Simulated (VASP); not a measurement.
The system is Ir.

```
Ir
1.0
    -1.51267    1.51267    1.51267
     1.51267   -1.51267    1.51267
     1.51267    1.51267   -1.51267
Ir
1
Cartesian
  0.0000 0.0000 0.0000
```

This isn't the form of Ir at room conditions, which is fcc.

* Program: VASP 6.6.1
* Task: relaxation of cell and atoms
* Functional: LDA
* Potentials or basis: VASP PAW LDA potentials, release 64 (Ir_sv_GW)
* Cutoff: 560 eV
* k mesh: 20 × 20 × 20
* Occupations: fermi-dirac, width 0.08 eV
* Spin: no spin polarisation

At the start: pressure 13.2 GPa; volume 13.85 Å³/atom.

Question: How do energy, volume and symmetry change on relaxing?

Answer: Over 4 steps the energy falls by 18.2 meV/atom and the volume is 14.30 Å³/atom (+3.3 %); space group Im-3m (No. 229, to 0.1 Å) before and after.

Step by step:
| step | energy change (eV) | largest force (eV/Å) | pressure (GPa) | volume (Å³) |
| --- | --- | --- | --- | --- |
| 1 | 0.0000 | 0.0000 | 13.16 | 13.85 |
| 2 | 0.2221 | 0.0000 | -34.71 | 16.25 |
| 3 | -0.0181 | 0.0000 | -0.73 | 14.33 |
| 4 | -0.0182 | 0.0000 | -0.04 | 14.30 |

Final structure:
```
Ir
1.0
    -1.52920    1.52920    1.52920
     1.52920   -1.52920    1.52920
     1.52920    1.52920   -1.52920
Ir
1
Direct
  0.00000 0.00000 0.00000
```
